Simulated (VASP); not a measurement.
# MoSe2 (P6_3/mmc) in VASP: relaxation of cell and atoms with PBE+D3(BJ)

Aim: the relaxation of cell and atoms of MoSe2 with PBE+D3(BJ).

Everything below comes from runs of VASP 6.6.1. Logs are shortened: lines on timing, memory, paths and dates and some standing lists are left out, and cuts for length are marked.

## 1. The cell of the first run

It takes space group P6_3/mmc (No. 194, hexagonal). Conventional cell: a = 3.676 Å, b = 3.676 Å, c = 13.118 Å, α = 90.00°, β = 90.00°, γ = 120.00°. Mo (site symmetry -6m2) has 6 Se at 2.78 Å and 6 Mo at 3.68 Å within 3.7 Å. Within 3.7 Å of Se (site symmetry 3m) lie 3 Mo at 2.78 Å and 10 Se at 3.59 to 3.68 Å.

## 2. Relaxation of cell and atoms, PBE+D3(BJ)

INCAR

```
  ALGO = Normal
  EDIFF = 1E-7
  EDIFFG = -0.005
  ENCUT = 500
  GGA = PE
  GGA_COMPAT = F
  IBRION = 2
  ISIF = 3
  ISMEAR = -1
  IVDW = 12
  LASPH = T
  LCHARG = F
  LREAL = F
  LWAVE = F
  NELM = 120
  NELMIN = 4
  NSW = 80
  PREC = Accurate
  SIGMA = 0.02
```

KPOINTS

```
k-points
0
Gamma
  12 12 2
```

POSCAR

```
MoSe2
1.0
    3.6756886100      0.0000000000      0.0000000000
   -1.8378443050      3.1832397127      0.0000000000
    0.0000000000      0.0000000000     13.1177226400
Mo Se
2 4
Direct
    0.3333333333      0.6666666667      0.2500000000
    0.6666666667      0.3333333333      0.7500000000
    0.6666666667      0.3333333333      0.3867943742
    0.6666666667      0.3333333333      0.1132056258
    0.3333333333      0.6666666667      0.8867943742
    0.3333333333      0.6666666667      0.6132056258
```

Potentials or basis: VASP PAW PBE potentials, release 64 (Mo_sv, Se).

Command:

```console
cat potpaw_PBE.64/Mo_sv/POTCAR potpaw_PBE.64/Se/POTCAR > POTCAR
mpirun -np 1 vasp_std > vasp.out
```

OUTCAR:

```text
EDIFF = 1E-7
   EDIFFG = -0.005
   ENCUT = 500
   GGA = PE
   IBRION = 2
   ISIF = 3
   ISMEAR = -1
   IVDW = 12
   LASPH = T
   LREAL = F
   NELM = 120
   NELMIN = 4
   NSW = 80
   PREC = Accurate
 IVDW          = 12

 ion  position               nearest neighbor table
   1  0.333  0.667  0.250-   3 2.78   4 2.78   3 2.78   4 2.78   3 2.78   4 2.78
   2  0.667  0.333  0.750-   5 2.78   6 2.78   5 2.78   6 2.78   5 2.78   6 2.78
   3  0.667  0.333  0.387-   1 2.78   1 2.78   1 2.78
   4  0.667  0.333  0.113-   1 2.78   1 2.78   1 2.78
   5  0.333  0.667  0.887-   2 2.78   2 2.78   2 2.78
   6  0.333  0.667  0.613-   2 2.78   2 2.78   2 2.78

  LATTYP: Found a hexagonal cell.
 ALAT       =     3.6756886100
 C/A-ratio  =     3.5687796307

  Lattice vectors:

 A1 = (   3.6756886100,   0.0000000000,   0.0000000000)
 A2 = (  -1.8378443050,   3.1832397127,   0.0000000000)
 A3 = (   0.0000000000,   0.0000000000,  13.1177226400)

Analysis of symmetry for initial positions (statically):
=====================================================================
 Subroutine PRICEL returns:
 Original cell was already a primitive cell.

 Routine SETGRP: Setting up the symmetry group for a
 hexagonal supercell.

 Subroutine GETGRP returns: Found 24 space group operations
 (whereof 12 operations were pure point group operations)
 out of a pool of 24 trial point group operations.

The static configuration has the point symmetry D_3d.
 The point group associated with its full space group is D_6h.

Analysis of symmetry for dynamics (positions and initial velocities):
=====================================================================
 Subroutine PRICEL returns:
 Original cell was already a primitive cell.

 Routine SETGRP: Setting up the symmetry group for a
 hexagonal supercell.

 Subroutine GETGRP returns: Found 24 space group operations
 (whereof 12 operations were pure point group operations)
 out of a pool of 24 trial point group operations.

The dynamic configuration has the point symmetry D_3d.
 The point group associated with its full space group is D_6h.

 Subroutine INISYM returns: Found 24 space group operations
 (whereof 12 operations are pure point group operations),
 and found     1 'primitive' translations

----------------------------------------------------------------------------------------

                                     Primitive cell

  volume of cell :     153.4852

  direct lattice vectors                    reciprocal lattice vectors
     3.675688610  0.000000000  0.000000000     0.272057866  0.157072682  0.000000000
    -1.837844305  3.183239713  0.000000000     0.000000000  0.314145365  0.000000000
     0.000000000  0.000000000 13.117722640     0.000000000  0.000000000  0.076232745

  length of vectors
     3.675688610  3.675688610 13.117722640     0.314145365  0.314145365  0.076232745

  position of ions in fractional coordinates (direct lattice)
     0.333333333  0.666666667  0.250000000
     0.666666667  0.333333333  0.750000000
     0.666666667  0.333333333  0.386794374
     0.666666667  0.333333333  0.113205626
     0.333333333  0.666666667  0.886794374
     0.333333333  0.666666667  0.613205626

  ion indices of the primitive-cell ions
   primitive index   ion index
                 1           1
                 2           2
                 3           3
                 4           4
                 5           5
                 6           6

----------------------------------------------------------------------------------------

 KPOINTS: k-points

Automatic generation of k-mesh.
 Grid dimensions read from file:
 generate k-points for:   12   12    2

 Generating k-lattice:

  Cartesian coordinates                     Fractional coordinates (reciprocal lattice)
     0.022671489  0.013089390  0.000000000     0.083333333  0.000000000  0.000000000
     0.000000000  0.026178780  0.000000000     0.000000000  0.083333333  0.000000000
     0.000000000  0.000000000  0.038116372     0.000000000  0.000000000  0.500000000

  Length of vectors
     0.026178780  0.026178780  0.038116372

  Shift w.r.t. Gamma in fractional coordinates (k-lattice)
     0.000000000  0.000000000  0.000000000

 Subroutine IBZKPT returns following result:
 ===========================================

 Found     38 irreducible k-points:

 Following reciprocal coordinates:
            Coordinates               Weight
  0.000000  0.000000  0.000000      1.000000
  0.083333  0.000000  0.000000      6.000000
  0.166667  0.000000  0.000000      6.000000
  0.250000  0.000000  0.000000      6.000000
  0.333333  0.000000  0.000000      6.000000
  0.416667 -0.000000  0.000000      6.000000
[... 16 lines left out ...]
  0.250000  0.000000  0.500000      6.000000
  0.333333  0.000000  0.500000      6.000000
 [... further k-points ...]
   k-points           NKPTS =     38   k-points in BZ     NKDIM =     38   number of bands    NBANDS=     31
   number of dos      NEDOS =    301   number of ions     NIONS =      6
   total plane-waves  NPLWV =  75264
   dimension x,y,z NGX =    28 NGY =   28 NGZ =   96
   dimension x,y,z NGXF=    56 NGYF=   56 NGZF=  192
   ions per type =               2   4
   NGX,Y,Z   is equivalent  to a cutoff of  12.66, 12.66, 12.17 a.u.
   NGXF,Y,Z  is equivalent  to a cutoff of  25.33, 25.33, 24.33 a.u.
 SYSTEM =  unknown system
   PREC   = accura    normal or accurate (medium, high low for compatibility)
   ISTART =      0    job   : 0-new  1-cont  2-samecut
   ICHARG =      2    charge: 1-file 2-atom 10-const
   ISPIN  =      1    spin polarized calculation?
   LNONCOLLINEAR =      F non collinear calculations
   LSORBIT =      F    spin-orbit coupling
   LASPH  =      T    aspherical Exc in radial PAW
   ENCUT  =  500.0 eV  36.75 Ry    6.06 a.u.   6.70  6.70 23.92*2*pi/ulx,y,z
   NELM   =    120;   NELMIN=  4; NELMDL= -5     # of ELM steps
   EDIFF  = 0.1E-06   stopping-criterion for ELM
   LREAL  =      F    real-space projection
   EDIFFG = -.5E-02   stopping-criterion for IOM
   NSW    =     80    number of steps for IOM
   IBRION =      2    ionic relax: 0-MD 1-quasi-New 2-CG
   NFREE  =      1    steps in history (QN), initial steepest desc. (CG)
   ISIF   =      3    stress and relaxation
   ISYM   =      2    0-nonsym 1-usesym 2-fastsym
   POTIM  = 0.5000    time-step for ionic-motion
   TEBEG  =    0.0;   TEEND  =   0.0 temperature during run
   PSTRESS=    0.0 pullay stress
   NELECT =      52.0000    total number of electrons
   NUPDOWN=      -1.0000    fix difference up-down
   EMIN   =  10.00;   EMAX   =-10.00  energy-range for DOS
   EFERMI =   0.00;   METHOD = LEGACY
   ISMEAR =    -1;   SIGMA  =   0.02  broadening in eV -4-tet -1-fermi 0-gaus
   EFERMI_NEDOS =   21; number of points for ismear=-14 and -15
   IALGO  =     38    algorithm
   IMIX   =      4    mixing-type and parameters
     AMIX     =   0.40;   BMIX     =  1.00
     AMIX_MAG =   1.60;   BMIX_MAG =  1.00
  volume/ion in A,a.u.               =      25.58       172.63
  Fermi-wavevector in a.u.,A,eV,Ry     =   1.141267  2.156681 17.721445  1.302489
  Thomas-Fermi vector in A             =   2.277967
   LORBIT       =      0    0 simple, 1 ext, 2 COOP (PROOUT), +10 PAW based schemes
   GGA     = PE    functional components
   LHFCALC =     F    Hartree Fock is set to
   AEXX    =    0.0000 exact exchange contribution
   IVDW    =    12    specifies the selected vdW correction
   LEPSILON=     F    determine dielectric tensor
   LRPA    =     F    only Hartree local field effects (RPA)
 conjugate gradient relaxation of ions
 non-spin polarized calculation
  energy-cutoff  :      500.00
  volume of cell :      153.49
 maximum number of plane-waves:      3936
 NGX is ok and might be reduce to    28
   NGX = 13   NGY = 13   NGZ = 47

--------------------------------------- Ionic step        1  -------------------------------------------

 number of electron      51.9999996 magnetization

 Free energy of the ion-electron system (eV)
  ---------------------------------------------------
  ext. energy  EPLUGINS =         0.00000000
  ---------------------------------------------------
  free energy    TOTEN  =       -37.22292572 eV

  energy without entropy =      -37.22292572  energy(sigma->0) =      -37.22292572

 E-fermi :   4.2307     XC(G=0):  -9.6657

 val. band max:        3.9349926451   @ k =   0.0000   0.0000   0.0000
 cond. band min:       4.5568115957   @ k =   0.3333   0.3333   0.0000
 fundamental gap:      0.6218189506
 Fermi energy:         4.2307355918

 k-point     1 :       0.0000    0.0000    0.0000
  band No.  band energies     occupation
      1     -57.5340      2.00000
      2     -57.5340      2.00000
      3     -31.5222      2.00000
      4     -31.5222      2.00000
      5     -31.5222      2.00000
      6     -31.5222      2.00000
[... 805 lines left out ...]
     30       5.0437      0.00000
     31       5.9512      0.00000

 [... further k-points ...]

------------------------ aborting loop because EDIFF is reached ----------------------------------------

 Edisp (eV)   -2.55039

 E8    (eV) :    -1.1103
[... 35 lines left out ...]
--------------------------------------- Ionic step        2  -------------------------------------------

 number of electron      51.9999997 magnetization

 E-fermi :  10.8635     XC(G=0): -12.0616

 val. band max:       10.8555463871   @ k =   0.0833   0.0000   0.0000
 cond. band min:      11.1064736692   @ k =   0.3333   0.2500   0.0000
 fundamental gap:      0.2509272820
 Fermi energy:        10.8634995064

 k-point     1 :       0.0000    0.0000    0.0000
  band No.  band energies     occupation
      1     -51.0226      2.00000
      2     -51.0226      2.00000
      3     -25.4846      2.00000
      4     -25.4836      2.00000
      5     -25.1179      2.00000
      6     -25.1179      2.00000
[... 805 lines left out ...]
     30      12.4789      0.00000
     31      14.1730      0.00000

 [... further k-points ...]

------------------------ aborting loop because EDIFF is reached ----------------------------------------

 Edisp (eV)   -3.72533

 E8    (eV) :    -1.6072
[... 73 lines left out ...]
  FREE ENERGIE OF THE ION-ELECTRON SYSTEM (eV)
  ---------------------------------------------------
  free  energy   TOTEN  =       -42.4439925261 eV

  energy  without entropy=      -42.4439921987  energy(sigma->0) =      -42.44399236

[... ionic steps 4 to 14 ...]

--------------------------------------- Ionic step       15  -------------------------------------------

 number of electron      52.0000005 magnetization

------------------------ aborting loop because EDIFF is reached ----------------------------------------
[... 83 lines left out ...]
--------------------------------------- Ionic step       17  -------------------------------------------

 number of electron      52.0000005 magnetization

 Free energy of the ion-electron system (eV)
  ---------------------------------------------------
  ext. energy  EPLUGINS =         0.00000000
  ---------------------------------------------------
  free energy    TOTEN  =       -39.82032989 eV

  energy without entropy =      -39.82032989  energy(sigma->0) =      -39.82032989

 E-fermi :   7.0757     XC(G=0): -10.8250

 val. band max:        6.7091560976   @ k =   0.0000   0.0000   0.0000
 cond. band min:       7.4780918059   @ k =   0.1667   0.1667   0.0000
 fundamental gap:      0.7689357083
 Fermi energy:         7.0756836044

 k-point     1 :       0.0000    0.0000    0.0000
  band No.  band energies     occupation
      1     -54.4926      2.00000
      2     -54.4926      2.00000
      3     -28.6626      2.00000
      4     -28.6625      2.00000
      5     -28.4657      2.00000
      6     -28.4657      2.00000
[... 805 lines left out ...]
     30       8.3357      0.00000
     31       9.6136      0.00000

 [... further k-points ...]

------------------------ aborting loop because EDIFF is reached ----------------------------------------

 Edisp (eV)   -2.87083

 E8    (eV) :    -1.2385
[... 29 lines left out ...]
  FREE ENERGIE OF THE ION-ELECTRON SYSTEM (eV)
  ---------------------------------------------------
  free  energy   TOTEN  =       -42.6911633482 eV

  energy  without entropy=      -42.6911633481  energy(sigma->0) =      -42.69116335

 reached required accuracy - stopping structural energy minimisation
```

It took 15 min on 1 thread of Intel Xeon 6975P-C (Granite Rapids), shared host; peak memory 0.38 GiB.

What came out:

```
Free energy                           : -42.6912 eV
Relaxed volume                        : 19.76 Å³/atom
Relaxed cell                          : a = 3.279 Å, b = 3.279 Å, c = 12.738 Å, α = 90.00°, β = 90.00°, γ = 120.00°
Space group after relaxing (to 0.1 Å) : P6_3/mmc (No. 194)
Energy gained by relaxing             : 486.3 meV/atom
Ionic steps                           : 17
Pressure after relaxing               : 0.0 GPa
Largest force after relaxing          : 0.005 eV/Å
Band gap on the k mesh                : 0.77 eV (least direct gap 1.46 eV)
Dispersion energy per atom            : -0.478 eV
```

Forces in eV/Å, atoms in the order of the input:
```
Mo   0.000  0.000  0.000
Mo   0.000  0.000  0.000
Se   0.000  0.000  0.005
Se   0.000  0.000 -0.005
Se   0.000  0.000  0.005
Se   0.000  0.000 -0.005
```

The path:
| step | energy change (eV) | largest force (eV/Å) | pressure (GPa) | volume (Å³) |
| --- | --- | --- | --- | --- |
| 1 | 0.0000 | 2.5238 | -20.39 | 153.49 |
| 2 | 2.8989 | 8.2532 | 70.94 | 91.93 |
| 3 | -2.6707 | 0.0144 | -3.99 | 122.30 |
| 4 | -2.7049 | 0.3077 | -1.80 | 120.34 |
| 5 | -2.7099 | 0.4738 | -0.54 | 119.30 |
| 6 | -2.9050 | 0.0482 | 0.49 | 116.12 |
| 7 | -2.9057 | 0.0805 | 0.59 | 115.90 |
| 8 | -2.9085 | 0.1833 | -0.45 | 116.99 |
| 9 | -2.9085 | 0.1782 | -0.40 | 116.93 |
| 10 | -2.9109 | 0.1473 | -0.34 | 117.15 |
| 11 | -2.9151 | 0.0739 | -0.19 | 117.67 |
| 12 | -2.9169 | 0.0722 | 0.15 | 118.71 |
| 13 | -2.9172 | 0.0335 | 0.05 | 118.43 |
| 14 | -2.9177 | 0.0021 | -0.11 | 118.65 |
| 15 | -2.9178 | 0.0093 | -0.15 | 118.69 |
| 16 | -2.9178 | 0.0112 | 0.07 | 118.53 |
| 17 | -2.9178 | 0.0047 | 0.00 | 118.58 |

Final structure:
```
Mo Se
1.0
     3.27865    0.00000    0.00000
    -1.63933    2.83940    0.00000
     0.00000    0.00000   12.73777
Mo Se
2 4
Direct
  0.33333 0.66667 0.25000
  0.66667 0.33333 0.75000
  0.66667 0.33333 0.38153
  0.66667 0.33333 0.11847
  0.33333 0.66667 0.88153
  0.33333 0.66667 0.61847
```

Caveat: the volume moved by over 15 % at a fixed basis, so the end points are rough. A k mesh can miss the band edges.
